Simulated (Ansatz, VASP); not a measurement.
# KHfAs: VASP beside Ansatz

```
K Hf As
1.0
     4.51988    0.00000    0.00000
    -2.25994    3.91433    0.00000
     0.00000    0.00000    5.82880
K Hf As
1 1 1
Direct
  0.00000 0.00000 0.00000
  0.66667 0.33333 0.50000
  0.33333 0.66667 0.50000
```

Change from the starting cell: species swapped into the SrSiNi type (P-6m2, No. 187).

Alike in both runs: functional PBE; k mesh 12 × 12 × 10; occupations gaussian, width 0.1 eV; no spin polarisation.

Ansatz relaxed the structure, and its values are those at the end. VASP's run is a single point on that final structure, the one shown.

|  | VASP | Ansatz |
| --- | --- | --- |
| version | VASP 6.6.1 | Ansatz 0.2.0 |
| potentials or method | VASP PAW PBE potentials, release 64 (K_sv, Hf_pv, As), cutoff 520 eV | scalar-relativistic, plane waves, PAW |
| valence electrons in the cell | 24 | 50 |

|  | VASP | Ansatz | Ansatz less VASP |
| --- | --- | --- | --- |
| gap on the k mesh at the Fermi level (eV) | none | none | - |
| pressure (GPa) | 0.0 | 0.0 | +0.04 |

A gap of «none» marks a metal or a gap that the smearing closes. VASP's potentials hold 24 valence electrons a cell and Ansatz's 50, so a difference there can come from the potentials and not from the codes.

Neither program's run includes spin-orbit coupling.
